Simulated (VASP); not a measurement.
# AlN in VASP: further runs, part 2 of 2

VASP 6.6.1. The steps go on from the part before.

### Step 3. Single point, PBEsol (strained)

INCAR reads:

```
SYSTEM = AlN
PREC = Accurate
ENCUT = 520
EDIFF = 1E-6
ISMEAR = 0
SIGMA = 0.02
LREAL = .False.
LASPH = .True.
NELM = 80
ALGO = Normal
ISIF = 2
LWAVE = .False.
LCHARG = .False.
GGA = PS
NBANDS = 11
```

KPOINTS reads:

```
regular mesh
0
Gamma
  10 10 10
  0 0 0
```

POSCAR reads:

```
AlN
1.0
    0.0000000000      2.0236129835      2.0236129835
    2.0236129835      0.0000000000      2.0236129835
    2.0236129835      2.0236129835      0.0000000000
Al N
1 1
Direct
    0.5000000000      0.5000000000      0.5000000000
    0.0000000000      0.0000000000      0.0000000000
```

Potentials or basis: VASP PAW PBE potentials, release 64 (Al, N).

Command:

```sh
> cat potpaw_PBE.64/Al/POTCAR potpaw_PBE.64/N/POTCAR > POTCAR
> mpirun -np 1 vasp_std > vasp.out
```

OUTCAR:

```text
SYSTEM = AlN
   PREC = Accurate
   ENCUT = 520
   EDIFF = 1E-6
   ISMEAR = 0
   LREAL = .False.
   LASPH = .True.
   NELM = 80
   ISIF = 2
   GGA = PS

 ion  position               nearest neighbor table
   1  0.500  0.500  0.500-   2 2.02   2 2.02   2 2.02   2 2.02   2 2.02   2 2.02
   2  0.000  0.000  0.000-   1 2.02   1 2.02   1 2.02   1 2.02   1 2.02   1 2.02

  LATTYP: Found a face centered cubic cell.
 ALAT       =     4.0472259670

  Lattice vectors:

 A1 = (   0.0000000000,   2.0236129835,   2.0236129835)
 A2 = (   2.0236129835,   0.0000000000,   2.0236129835)
 A3 = (   2.0236129835,   2.0236129835,   0.0000000000)

Analysis of symmetry for initial positions (statically):
=====================================================================
 Subroutine PRICEL returns:
 Original cell was already a primitive cell.

 Routine SETGRP: Setting up the symmetry group for a
 face centered cubic supercell.

 Subroutine GETGRP returns: Found 48 space group operations
 (whereof 48 operations were pure point group operations)
 out of a pool of 48 trial point group operations.

The static configuration has the point symmetry O_h .

Analysis of symmetry for dynamics (positions and initial velocities):
=====================================================================
 Subroutine PRICEL returns:
 Original cell was already a primitive cell.

 Routine SETGRP: Setting up the symmetry group for a
 face centered cubic supercell.

 Subroutine GETGRP returns: Found 48 space group operations
 (whereof 48 operations were pure point group operations)
 out of a pool of 48 trial point group operations.

The dynamic configuration has the point symmetry O_h .

 Subroutine INISYM returns: Found 48 space group operations
 (whereof 48 operations are pure point group operations),
 and found     1 'primitive' translations

----------------------------------------------------------------------------------------

                                     Primitive cell
[... 114 lines left out ...]
  Thomas-Fermi vector in A             =   2.416412
   LORBIT       =      0    0 simple, 1 ext, 2 COOP (PROOUT), +10 PAW based schemes
   GGA     = PS    functional components
   LHFCALC =     F    Hartree Fock is set to
   AEXX    =    0.0000 exact exchange contribution
   IVDW    =     0    specifies the selected vdW correction
   LEPSILON=     F    determine dielectric tensor
   LRPA    =     F    only Hartree local field effects (RPA)
 non-spin polarized calculation
 Gauss-broadening in eV      SIGMA  =   0.02
  energy-cutoff  :      520.00
  volume of cell :       16.57
 maximum number of plane-waves:       459
 NGX is ok and might be reduce to    24
   NGX = 11   NGY = 11   NGZ = 11

 number of electron       7.9999999 magnetization

 Free energy of the ion-electron system (eV)
  ---------------------------------------------------
  ext. energy  EPLUGINS =         0.00000000
  ---------------------------------------------------
  free energy    TOTEN  =       -15.44887348 eV

  energy without entropy =      -15.44887348  energy(sigma->0) =      -15.44887348

 E-fermi :  10.0366     XC(G=0): -12.4387

 val. band max:        9.8485903921   @ k =   0.0000   0.0000   0.0000
 cond. band min:      14.3756744471   @ k =   0.5000   0.5000   0.0000
 fundamental gap:      4.5270840550
 Fermi energy:        10.0366118890

 k-point     1 :       0.0000    0.0000    0.0000
  band No.  band energies     occupation
      1      -7.6749      2.00000
      2       9.8486      2.00000
      3       9.8486      2.00000
      4       9.8486      2.00000
      5      15.4764      0.00000
      6      21.8653      0.00000
      7      21.8653      0.00000
      8      21.8653      0.00000
      9      26.9364      0.00000
     10      27.5152      0.00000
     11      27.5152      0.00000
[... 309 lines left out ...]
 k-point    24 :       0.4000    0.3000    0.0000
  band No.  band energies     occupation
      1      -4.6422      2.00000
      2       3.9775      2.00000
      3       7.0292      2.00000
      4       7.5533      2.00000
      5      15.8915      0.00000
      6      16.6435      0.00000
      7      21.9526      0.00000
      8      25.3289      0.00000
      9      26.0861      0.00000
     10      31.5446      0.00000
     11      34.4519      0.00000

 [... further k-points ...]
[... 5 lines left out ...]
  --------------------------------------------------------------------------------------
  -------------------------------------------------------------------------------------
  Total       -0.0496403     -0.0496403     -0.0496403      0.0000000      0.0000000      0.0000000
  in kB       -4.7988010     -4.7988010     -4.7988010      0.0000000      0.0000000      0.0000000
  external PRESSURE =      -4.7988010 kB  Pullay stress =       0.0000000 kB

 VOLUME and BASIS-vectors are now :
 -----------------------------------------------------------------------------
  energy-cutoff  :      520.00
  volume of cell :       16.57
      direct lattice vectors                 reciprocal lattice vectors
     0.000000000  2.023612984  2.023612984    -0.247082819  0.247082819  0.247082819
     2.023612984  0.000000000  2.023612984     0.247082819 -0.247082819  0.247082819
     2.023612984  2.023612984  0.000000000     0.247082819  0.247082819 -0.247082819

 POSITION                                       TOTAL-FORCE (eV/Angst)
 -----------------------------------------------------------------------------------
      2.02361      2.02361      2.02361         0.000000      0.000000     -0.000000
      0.00000      0.00000      0.00000        -0.000000     -0.000000      0.000000
 -----------------------------------------------------------------------------------
    total drift:                                0.000000     -0.000000     -0.000000

  FREE ENERGIE OF THE ION-ELECTRON SYSTEM (eV)
  ---------------------------------------------------
  free  energy   TOTEN  =       -15.4488734816 eV

  energy  without entropy=      -15.4488734816  energy(sigma->0) =      -15.44887348
```

OSZICAR:

```text
N       E                     dE             d eps       ncg     rms          rms(c)
DAV:   1     0.606274361667E+01    0.60627E+01   -0.40105E+03  1050   0.668E+02
DAV:   2    -0.164821475248E+02   -0.22545E+02   -0.21894E+02  1253   0.127E+02
DAV:   3    -0.170592442136E+02   -0.57710E+00   -0.57602E+00  1271   0.180E+01
DAV:   4    -0.170609918185E+02   -0.17476E-02   -0.17475E-02  1154   0.105E+00
DAV:   5    -0.170610040799E+02   -0.12261E-04   -0.12261E-04  1245   0.913E-02    0.728E+00
DAV:   6    -0.154887189116E+02    0.15723E+01   -0.67338E+00  1124   0.136E+01    0.272E+00
DAV:   7    -0.154625114107E+02    0.26208E-01   -0.16304E-01  1142   0.288E+00    0.175E+00
DAV:   8    -0.154491909465E+02    0.13320E-01   -0.14048E-02  1082   0.105E+00    0.347E-01
DAV:   9    -0.154488544186E+02    0.33653E-03   -0.14642E-03  1193   0.228E-01    0.156E-01
DAV:  10    -0.154488770746E+02   -0.22656E-04   -0.72676E-05  1163   0.624E-02    0.372E-02
DAV:  11    -0.154488737196E+02    0.33550E-05   -0.85293E-06  1115   0.171E-02    0.625E-03
DAV:  12    -0.154488734816E+02    0.23803E-06   -0.27142E-07   604   0.453E-03
   1 F= -.15448873E+02 E0= -.15448873E+02  d E =-.140080E-42
```

stdout:

```text
POSCAR found type information on POSCAR AlN
 POSCAR found :  2 types and       2 ions
 scaLAPACK will be used
 -----------------------------------------------------------------------------
|                                                                             |
|                                                                             |
|     You enforced a specific xc type in the INCAR file but a different       |
|     I HOPE YOU KNOW WHAT YOU ARE DOING!                                     |
|                                                                             |
 -----------------------------------------------------------------------------

 LDA part: xc-table for (Slater+PW92), standard interpolation
 POSCAR, INCAR and KPOINTS ok, starting setup
 FFT: planning ... GRIDC
 FFT: planning ... GRID_SOFT
 FFT: planning ... GRID
 WAVECAR not read
 entering main loop
```

It took 12 s on 1 thread of Intel Xeon 8259CL, shared host; peak memory 0.13 GiB.

What came out:

* Free energy: -15.4489 eV
* Pressure: -0.5 GPa
* Band gap on the k mesh: 4.53 eV, indirect (least direct gap 5.63 eV)

Levels at points of the mesh, in eV from the valence-band top:
```tsv
k point	band 2	band 3	band 4	band 5	band 6	band 7
(0.00, 0.00, 0.00)	0.00	0.00	0.00	5.63	12.02	12.02
(0.50, 0.00, 0.00)	-8.35	-1.09	-1.09	6.02	10.88	10.88
(0.50, 0.50, 0.00)	-7.43	-2.81	-2.81	4.53	5.14	13.93
```

Caveat: the cell differs from its parent crystal (strained); the PAW data sets were made with another functional, which shifts forces and pressure a little. A k mesh can miss the band edges.
